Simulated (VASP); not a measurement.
The system is Si, a slab with vacuum.

```
Si
1.0
     3.86771    0.00000    0.00000
     0.00000    5.46976    0.00000
     0.00000    0.00000   24.66927
Si
12
Direct
  0.50000 0.00000 0.30402
  0.00000 0.25000 0.30402
  0.00000 0.50000 0.38241
  0.50000 0.75000 0.38241
  0.50000 0.00000 0.46080
  0.00000 0.25000 0.46080
  0.00000 0.50000 0.53920
  0.50000 0.75000 0.53920
  0.50000 0.00000 0.61759
  0.00000 0.25000 0.61759
  0.00000 0.50000 0.69598
  0.50000 0.75000 0.69598
```

Base run:

```yaml
Program: VASP 6.6.1
Functional: PBE
Potentials_or_basis: VASP PAW PBE potentials, release 64 (Si)
Cutoff: 520 eV
k_mesh: 7 × 5 × 1
Occupations: gaussian, width 0.05 eV
Spin: no spin polarisation
```

Its results: largest force 0.589 eV/Å.

Task: The run is repeated on the same cell with these changes: spin from no spin polarisation to collinear spin; further incar settings from ALGO = Normal; EDIFF = 1e-06; NBANDS = 36 to ALGO = Normal; EDIFF = 1e-06; NBANDS = 40. What comes out?

Result: Net moment 2.75 μB per cell; site moments Si +0.18, +0.04, +0.02 (each value once) μB; largest force 0.637 eV/Å.
